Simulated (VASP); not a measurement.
# LiSe6 (Pm-3m) in VASP: further runs

Runs on LiSe6. Level: PBE. Tasks: single point, relaxation of cell and atoms.

Everything below comes from runs of VASP 6.6.1. Logs are shortened: lines on timing, memory, paths and dates and some standing lists are left out, and cuts for length are marked.

### 1 The cell of the first run

The structure is cubic, space group Pm-3m (No. 221). The conventional cell has a = 5.670 Å, b = 5.670 Å, c = 5.670 Å, α = 90.00°, β = 90.00°, γ = 90.00°. Within 5.7 Å of Li (site symmetry m-3m) lie 24 Se at 4.17 Å and 6 Li at 5.67 Å. Within 3.0 Å of Se (site symmetry 4mm) lie 5 Se at 2.28 to 2.39 Å.

The cell was generated, and may not be a known phase.

### 2 Single point, PBE

The input, INCAR:

```
SYSTEM = LiSe6
PREC = Accurate
ENCUT = 520
EDIFF = 1E-7
ISMEAR = 0
SIGMA = 0.1
LREAL = .False.
LASPH = .True.
NELM = 60
ALGO = Normal
ISIF = 2
LWAVE = .False.
LCHARG = .True.
GGA = PE
LELF = .True.
LVHAR = .True.
NBANDS = 28
```

The input, KPOINTS:

```
Automatic mesh
0
Gamma
  4 4 4
  0 0 0
```

The input, POSCAR:

```
LiSe6
1.0
    5.6698243700      0.0000000000      0.0000000000
    0.0000000000      5.6698243700      0.0000000000
    0.0000000000      0.0000000000      5.6698243700
Li Se
1 6
Direct
    0.0000000000      0.0000000000      0.0000000000
    0.7985550200      0.5000000000      0.5000000000
    0.2014449800      0.5000000000      0.5000000000
    0.5000000000      0.5000000000      0.7985550200
    0.5000000000      0.5000000000      0.2014449800
    0.5000000000      0.2014449800      0.5000000000
    0.5000000000      0.7985550200      0.5000000000
```

Potentials or basis: VASP PAW PBE potentials, release 64 (Li_sv, Se).

Run with:

```sh
$ cat potpaw_PBE.64/Li_sv/POTCAR potpaw_PBE.64/Se/POTCAR > POTCAR
$ mpirun -np 1 vasp_std > vasp.out
```

OUTCAR:

```text
SYSTEM = LiSe6
   PREC = Accurate
   ENCUT = 520
   EDIFF = 1E-7
   ISMEAR = 0
   LREAL = .False.
   LASPH = .True.
   NELM = 60
   ISIF = 2
   GGA = PE

 ion  position               nearest neighbor table
   1  0.000  0.000  0.000-
   2  0.799  0.500  0.500-   3 2.28   4 2.39   5 2.39   6 2.39   7 2.39
   3  0.201  0.500  0.500-   2 2.28   4 2.39   5 2.39   6 2.39   7 2.39
   4  0.500  0.500  0.799-   5 2.28   3 2.39   2 2.39   6 2.39   7 2.39
   5  0.500  0.500  0.201-   4 2.28   3 2.39   2 2.39   6 2.39   7 2.39
   6  0.500  0.201  0.500-   7 2.28   3 2.39   4 2.39   5 2.39   2 2.39
   7  0.500  0.799  0.500-   6 2.28   3 2.39   4 2.39   5 2.39   2 2.39

  LATTYP: Found a simple cubic cell.
 ALAT       =     5.6698243700

  Lattice vectors:

 A1 = (   5.6698243700,   0.0000000000,   0.0000000000)
 A2 = (   0.0000000000,   5.6698243700,   0.0000000000)
 A3 = (   0.0000000000,   0.0000000000,   5.6698243700)

Analysis of symmetry for initial positions (statically):
=====================================================================
 Subroutine PRICEL returns:
 Original cell was already a primitive cell.

 Routine SETGRP: Setting up the symmetry group for a
 simple cubic supercell.

 Subroutine GETGRP returns: Found 48 space group operations
 (whereof 48 operations were pure point group operations)
 out of a pool of 48 trial point group operations.

The static configuration has the point symmetry O_h .

Analysis of symmetry for dynamics (positions and initial velocities):
=====================================================================
 Subroutine PRICEL returns:
 Original cell was already a primitive cell.

 Routine SETGRP: Setting up the symmetry group for a
 simple cubic supercell.

 Subroutine GETGRP returns: Found 48 space group operations
 (whereof 48 operations were pure point group operations)
 out of a pool of 48 trial point group operations.

The dynamic configuration has the point symmetry O_h .

 Subroutine INISYM returns: Found 48 space group operations
 (whereof 48 operations are pure point group operations),
 and found     1 'primitive' translations

----------------------------------------------------------------------------------------

                                     Primitive cell

  volume of cell :     182.2673

  direct lattice vectors                    reciprocal lattice vectors
     5.669824370  0.000000000  0.000000000     0.176372306  0.000000000  0.000000000
     0.000000000  5.669824370  0.000000000     0.000000000  0.176372306  0.000000000
     0.000000000  0.000000000  5.669824370     0.000000000  0.000000000  0.176372306

  length of vectors
     5.669824370  5.669824370  5.669824370     0.176372306  0.176372306  0.176372306

  position of ions in fractional coordinates (direct lattice)
     0.000000000  0.000000000  0.000000000
     0.798555020  0.500000000  0.500000000
     0.201444980  0.500000000  0.500000000
     0.500000000  0.500000000  0.798555020
     0.500000000  0.500000000  0.201444980
     0.500000000  0.201444980  0.500000000
     0.500000000  0.798555020  0.500000000

  ion indices of the primitive-cell ions
   primitive index   ion index
                 1           1
                 2           2
                 3           3
                 4           4
                 5           5
                 6           6
                 7           7

----------------------------------------------------------------------------------------

 KPOINTS: Automatic mesh

Automatic generation of k-mesh.
 Grid dimensions read from file:
 generate k-points for:    4    4    4

 Generating k-lattice:

  Cartesian coordinates                     Fractional coordinates (reciprocal lattice)
     0.044093077  0.000000000  0.000000000     0.250000000  0.000000000  0.000000000
     0.000000000  0.044093077  0.000000000     0.000000000  0.250000000  0.000000000
     0.000000000  0.000000000  0.044093077     0.000000000  0.000000000  0.250000000

  Length of vectors
     0.044093077  0.044093077  0.044093077

  Shift w.r.t. Gamma in fractional coordinates (k-lattice)
     0.000000000  0.000000000  0.000000000

 Subroutine IBZKPT returns following result:
 ===========================================

 Found     10 irreducible k-points:

 Following reciprocal coordinates:
            Coordinates               Weight
  0.000000  0.000000  0.000000      1.000000
  0.250000  0.000000  0.000000      6.000000
  0.500000  0.000000  0.000000      3.000000
  0.250000  0.250000  0.000000     12.000000
  0.500000  0.250000  0.000000     12.000000
  0.500000  0.500000  0.000000      3.000000
  0.250000  0.250000  0.250000      8.000000
  0.500000  0.250000  0.250000     12.000000
  0.500000  0.500000  0.250000      6.000000
  0.500000  0.500000  0.500000      1.000000
   k-points           NKPTS =     10   k-points in BZ     NKDIM =     10   number of bands    NBANDS=     28
[... 40 lines left out ...]
  Thomas-Fermi vector in A             =   2.110007
   LORBIT       =      0    0 simple, 1 ext, 2 COOP (PROOUT), +10 PAW based schemes
   GGA     = PE    functional components
   LHFCALC =     F    Hartree Fock is set to
   AEXX    =    0.0000 exact exchange contribution
   IVDW    =     0    specifies the selected vdW correction
   LEPSILON=     F    determine dielectric tensor
   LRPA    =     F    only Hartree local field effects (RPA)
 non-spin polarized calculation
 Gauss-broadening in eV      SIGMA  =   0.10
  energy-cutoff  :      520.00
  volume of cell :      182.27
 maximum number of plane-waves:      4945
   NGX = 21   NGY = 21   NGZ = 21

 number of electron      39.0000001 magnetization

 Free energy of the ion-electron system (eV)
  ---------------------------------------------------
  ext. energy  EPLUGINS =         0.00000000
  ---------------------------------------------------
  free energy    TOTEN  =       -11.35237943 eV

  energy without entropy =      -11.31836205  energy(sigma->0) =      -11.33537074

 E-fermi :   4.3766     XC(G=0):  -8.1894

 val. band max:        4.2489823702   @ k =   0.5000   0.5000   0.5000
 cond. band min:       4.4128357131   @ k =   0.5000   0.2500   0.2500
 fundamental gap:      0.1638533429
 Fermi energy:         4.3765639646

 k-point     1 :       0.0000    0.0000    0.0000
  band No.  band energies     occupation
      1     -45.4840      2.00000
      2     -16.3072      2.00000
      3     -10.7247      2.00000
      4     -10.7247      2.00000
      5     -10.7247      2.00000
      6     -10.6546      2.00000
[... 20 lines left out ...]
     27       7.9019      0.00000
     28       7.9019      0.00000

 k-point     2 :       0.2500    0.0000    0.0000
  band No.  band energies     occupation
      1     -45.4840      2.00000
      2     -16.2172      2.00000
      3     -12.0543      2.00000
      4     -10.7090      2.00000
      5     -10.7090      2.00000
      6     -10.6522      2.00000
[... 20 lines left out ...]
     27       7.8251      0.00000
     28       7.8895      0.00000

 k-point     3 :       0.5000    0.0000    0.0000
  band No.  band energies     occupation
      1     -45.4840      2.00000
      2     -16.1156      2.00000
      3     -12.6216      2.00000
      4     -10.6932      2.00000
      5     -10.6932      2.00000
      6     -10.6499      2.00000
[... 20 lines left out ...]
     27       7.3565      0.00000
     28       7.3565      0.00000

 k-point     4 :       0.2500    0.2500    0.0000
  band No.  band energies     occupation
      1     -45.4840      2.00000
      2     -16.1226      2.00000
      3     -12.1200      2.00000
      4     -11.9361      2.00000
      5     -10.6934      2.00000
      6      -9.9975      2.00000
[... 144 lines left out ...]
     27       7.0399      0.00000
     28       8.0307      0.00000

 k-point     9 :       0.5000    0.5000    0.2500
  band No.  band energies     occupation
      1     -45.4839      2.00000
      2     -15.7830      2.00000
      3     -12.5973      2.00000
      4     -12.5973      2.00000
      5     -11.9443      2.00000
      6      -7.9956      2.00000
[... 20 lines left out ...]
     27       7.2894      0.00000
     28       8.3333      0.00000

 k-point    10 :       0.5000    0.5000    0.5000
  band No.  band energies     occupation
      1     -45.4839      2.00000
      2     -15.6461      2.00000
      3     -12.5892      2.00000
      4     -12.5892      2.00000
      5     -12.5892      2.00000
      6      -6.1650      2.00000
[... 20 lines left out ...]
     27       6.3004      0.00000
     28      10.1903      0.00000

------------------------ aborting loop because EDIFF is reached ----------------------------------------

  FORCE on cell =-STRESS in cart. coord.  units (eV):
  Direction    XX          YY          ZZ          XY          YZ          ZX
  --------------------------------------------------------------------------------------
  -------------------------------------------------------------------------------------
  Total       38.8946996     38.8946996     38.8946996      0.0000000      0.0000000      0.0000000
  in kB      341.8945559    341.8945559    341.8945559      0.0000000      0.0000000      0.0000000
  external PRESSURE =     341.8945559 kB  Pullay stress =       0.0000000 kB

 VOLUME and BASIS-vectors are now :
 -----------------------------------------------------------------------------
  energy-cutoff  :      520.00
  volume of cell :      182.27
      direct lattice vectors                 reciprocal lattice vectors
     5.669824370  0.000000000  0.000000000     0.176372306  0.000000000  0.000000000
     0.000000000  5.669824370  0.000000000     0.000000000  0.176372306  0.000000000
     0.000000000  0.000000000  5.669824370     0.000000000  0.000000000  0.176372306

 POSITION                                       TOTAL-FORCE (eV/Angst)
 -----------------------------------------------------------------------------------
      0.00000      0.00000      0.00000        -0.000000      0.000000      0.000000
      4.52767      2.83491      2.83491         6.015340      0.000000      0.000000
      1.14216      2.83491      2.83491        -6.015340      0.000000     -0.000000
      2.83491      2.83491      4.52767         0.000000      0.000000      6.015340
      2.83491      2.83491      1.14216         0.000000      0.000000     -6.015340
      2.83491      1.14216      2.83491        -0.000000     -6.015340     -0.000000
      2.83491      4.52767      2.83491         0.000000      6.015340      0.000000
 -----------------------------------------------------------------------------------
    total drift:                                0.000000     -0.000000     -0.000000

  FREE ENERGIE OF THE ION-ELECTRON SYSTEM (eV)
  ---------------------------------------------------
  free  energy   TOTEN  =       -11.3523794321 eV

  energy  without entropy=      -11.3183620454  energy(sigma->0) =      -11.33537074
```

It took 2.2 min on 1 thread of Intel Xeon 8259CL, shared host; peak memory 0.26 GiB.

What came out:

```
Free energy            : -11.3524 eV
Largest force          : 6.015 eV/Å
Band gap on the k mesh : zero (an odd number of electrons rules out a gap without spin polarisation)
```

Forces in eV/Å, atoms in the order of the input:
```
Li   0.000  0.000  0.000
Se   6.015  0.000  0.000
Se  -6.015  0.000  0.000
Se   0.000  0.000  6.015
Se   0.000  0.000 -6.015
Se   0.000 -6.015  0.000
Se   0.000  6.015  0.000
```

Caveat: the cutoff is under 1.25 times the usual one of these potentials, so pressure, stress and relaxed cells hold a basis-set (Pulay) error; forces of over 1 eV/Å act on the atoms, so gaps and moduli don't describe the material at rest.

### 3 Single point, PBE

This run uses another cell than the first one, of 43.70 Å³/atom.

The input, INCAR:

```
PREC = Accurate ; ENCUT = 520
EDIFF = 1E-6 ; ISMEAR = 0
SIGMA = 0.1 ; LREAL = F
LASPH = T ; NELM = 80
ALGO = Normal ; ISIF = 2
LWAVE = F ; LCHARG = F
GGA = PE ; NBANDS = 28
```

The input, KPOINTS:

```
Automatic mesh
0
Gamma
  4 4 4
```

The input, POSCAR:

```
LiSe6
1.0
    6.7378782996      0.0000000000      0.0000000000
    0.0000000000      6.7378782996      0.0000000000
    0.0000000000      0.0000000000      6.7378782996
Li Se
1 6
Direct
    0.0000000000      0.0000000000      0.0000000000
    0.8287217649      0.5000000000      0.5000000000
    0.1712782351      0.5000000000      0.5000000000
    0.5000000000      0.5000000000      0.8287217649
    0.5000000000      0.5000000000      0.1712782351
    0.5000000000      0.1712782351      0.5000000000
    0.5000000000      0.8287217649      0.5000000000
```

Potentials or basis: VASP PAW PBE potentials, release 64 (Li_sv, Se).

Run with:

```sh
$ cat potpaw_PBE.64/Li_sv/POTCAR potpaw_PBE.64/Se/POTCAR > POTCAR
$ mpirun -np 1 vasp_std > vasp.out
```

Wall time 3 min (1 thread of Intel Xeon 8259CL, shared host); peak memory 0.37 GiB.

Results (log left out):

```yaml
Free_energy: -20.7155 eV
Largest_force: 0.026 eV/Å
Band_gap_on_the_k_mesh: zero (an odd number of electrons rules out a gap without spin polarisation)
```

Forces on the atoms (eV/Å):
```
Li   0.000  0.000  0.000
Se  -0.026  0.000  0.000
Se   0.026  0.000  0.000
Se   0.000  0.000 -0.026
Se   0.000  0.000  0.026
Se   0.000  0.026  0.000
Se   0.000 -0.026  0.000
```

Levels at points of the mesh, in eV from the Fermi level:
| k point | band 15 | band 16 | band 17 | band 18 | band 19 | band 20 | band 21 | band 22 | band 23 | band 24 |
| --- | --- | --- | --- | --- | --- | --- | --- | --- | --- | --- |
| (0.00, 0.00, 0.00) | -2.54 | -2.54 | -2.32 | -2.32 | -2.32 | 0.61 | 1.53 | 1.53 | 1.53 | 2.36 |
| (0.50, 0.00, 0.00) | -2.54 | -2.31 | -2.29 | -0.66 | -0.66 | 0.15 | 0.15 | 1.30 | 1.53 | 2.09 |
| (0.50, 0.50, 0.00) | -2.44 | -1.64 | -1.26 | -0.14 | -0.14 | -0.08 | 0.15 | 0.15 | 1.34 | 1.35 |
| (0.50, 0.50, 0.50) | -1.64 | -1.64 | -0.66 | -0.14 | -0.14 | -0.14 | -0.12 | -0.12 | -0.12 | 1.11 |

Caveat: the cutoff is under 1.25 times the usual one of these potentials, so pressure, stress and relaxed cells hold a basis-set (Pulay) error.

### 4 Relaxation of cell and atoms, PBE

The input, INCAR:

```
SYSTEM = LiSe6
ALGO     = Normal         ! electronic algorithm
EDIFF    = 1E-6           ! SCF threshold, eV
EDIFFG   = -0.04          ! ionic threshold
ENCUT    = 600            ! plane-wave cutoff, eV
GGA      = PE             ! functional
IBRION   = 2              ! ionic algorithm
ISIF     = 3              ! what is computed and relaxed
ISMEAR   = 0              ! smearing method
LASPH    = .True.         ! aspherical terms in the spheres
LCHARG   = .False.        ! write CHGCAR
LREAL    = .False.        ! projectors in reciprocal space
LWAVE    = .False.        ! write WAVECAR
NELM     = 80             ! most SCF steps
NSW      = 90             ! ionic steps
PREC     = Accurate       ! precision mode
SIGMA    = 0.1            ! smearing width, eV
```

The input, KPOINTS:

```
k-points
0
Gamma
  4 4 4
  0 0 0
```

The input, POSCAR:

```
LiSe6
1.0
    5.6698243700      0.0000000000      0.0000000000
    0.0000000000      5.6698243700      0.0000000000
    0.0000000000      0.0000000000      5.6698243700
Li Se
1 6
Direct
    0.0000000000      0.0000000000      0.0000000000
    0.7985550200      0.5000000000      0.5000000000
    0.2014449800      0.5000000000      0.5000000000
    0.5000000000      0.5000000000      0.7985550200
    0.5000000000      0.5000000000      0.2014449800
    0.5000000000      0.2014449800      0.5000000000
    0.5000000000      0.7985550200      0.5000000000
```

Run with:

```sh
$ cat potpaw_PBE.64/Li_sv/POTCAR potpaw_PBE.64/Se/POTCAR > POTCAR
$ mpirun -np 1 vasp_std > vasp.out
```

Wall time 17 min (1 thread of Intel Xeon 8259CL, shared host); peak memory 0.35 GiB.

It converged, with:

```yaml
Free_energy: -20.7048 eV
Relaxed_volume: 43.63 Å³/atom
Relaxed_cell: a = 6.734 Å, b = 6.734 Å, c = 6.734 Å, α = 90.00°, β = 90.00°, γ = 90.00°
Space_group_after_relaxing_to_0.1_Å: Pm-3m (No. 221)
Energy_gained_by_relaxing: 1335.9 meV/atom
Ionic_steps: 12
Pressure_after_relaxing: 0.0 GPa
Largest_force_after_relaxing: 0.003 eV/Å
```

Forces in eV/Å, atoms in the order of the input:
```
Li   0.000  0.000  0.000
Se  -0.003  0.000  0.000
Se   0.003  0.000  0.000
Se   0.000  0.000 -0.003
Se   0.000  0.000  0.003
Se   0.000  0.003  0.000
Se   0.000 -0.003  0.000
```

Step by step:
| step | energy change (eV) | largest force (eV/Å) | pressure (GPa) | volume (Å³) |
| --- | --- | --- | --- | --- |
| 1 | 0.0000 | 6.0145 | 34.18 | 182.27 |
| 2 | -8.6045 | 2.0883 | 0.62 | 371.58 |
| 3 | -8.9884 | 1.5937 | 3.47 | 281.03 |
| 4 | -8.9834 | 1.9006 | 1.62 | 320.70 |
| 5 | -9.0246 | 1.8157 | 1.96 | 310.59 |
| 6 | -9.0620 | 0.7267 | -2.25 | 342.37 |
| 7 | -9.2884 | 0.2038 | -0.55 | 325.59 |
| 8 | -9.2885 | 0.2278 | -0.51 | 325.29 |
| 9 | -9.3161 | 0.1998 | -0.35 | 319.44 |
| 10 | -9.3493 | 0.1221 | 0.17 | 304.67 |
| 11 | -9.3499 | 0.0947 | -0.17 | 306.08 |
| 12 | -9.3515 | 0.0033 | -0.01 | 305.42 |

Final structure:
```
CELL_PARAMETERS angstrom
6.73438 0.00000 0.00000
0.00000 6.73438 0.00000
0.00000 0.00000 6.73438
ATOMIC_POSITIONS crystal
Li 0.00000 0.00000 0.00000
Se 0.82845 0.50000 0.50000
Se 0.17155 0.50000 0.50000
Se 0.50000 0.50000 0.82845
Se 0.50000 0.50000 0.17155
Se 0.50000 0.17155 0.50000
Se 0.50000 0.82845 0.50000
```

Levels at points of the mesh, in eV from the Fermi level:
| k point | band 15 | band 16 | band 17 | band 18 | band 19 | band 20 | band 21 | band 22 | band 23 |
| --- | --- | --- | --- | --- | --- | --- | --- | --- | --- |
| (0.00, 0.00, 0.00) | -2.53 | -2.53 | -2.34 | -2.34 | -2.34 | 0.66 | 1.53 | 1.53 | 1.53 |
| (0.50, 0.00, 0.00) | -2.53 | -2.33 | -2.29 | -0.66 | -0.66 | 0.15 | 0.15 | 1.38 | 1.53 |
| (0.50, 0.50, 0.00) | -2.44 | -1.63 | -1.27 | -0.14 | -0.14 | -0.09 | 0.16 | 0.16 | 1.43 |
| (0.50, 0.50, 0.50) | -1.63 | -1.63 | -0.68 | -0.14 | -0.14 | -0.14 | -0.12 | -0.12 | -0.12 |

Caveat: the cutoff is under 1.25 times the usual one of these potentials, so pressure, stress and relaxed cells hold a basis-set (Pulay) error; the volume moved by over 15 % at a fixed basis, so the end points are rough; the highest band is partly filled, so the run has too few bands.

### 5 Summary

| task | cell | cutoff (eV) | gap on the mesh (eV) | largest force (eV/Å) |
| --- | --- | --- | --- | --- |
| single point | a = 5.670 Å, 7 atoms, atomic positions A | 520 | none | 6.02 |
| single point | a = 6.738 Å, 7 atoms, atomic positions B | 520 | none | 0.03 |
| relaxation of cell and atoms | relaxed from a = 5.670 Å, 7 atoms, atomic positions A | 600 | - | - |

Alike in all rows: level PBE; potentials or basis VASP PAW PBE potentials, release 64 (Li_sv, Se); no spin polarisation; k mesh 4 × 4 × 4; smearing gaussian 0.1 eV.

Caveats: the cutoff is under 1.25 times the usual one of these potentials, so pressure, stress and relaxed cells hold a basis-set (Pulay) error; forces of over 1 eV/Å act on the atoms, so gaps and moduli don't describe the material at rest (at least some runs); the volume moved by over 15 % at a fixed basis, so the end points are rough (at least some runs); the highest band is partly filled, so the run has too few bands (at least some runs).

Total energies depend on the potentials used, so only differences within one code and one set of settings carry meaning.

The gap in the log of VASP goes by the Fermi energy; the results here count the filled bands.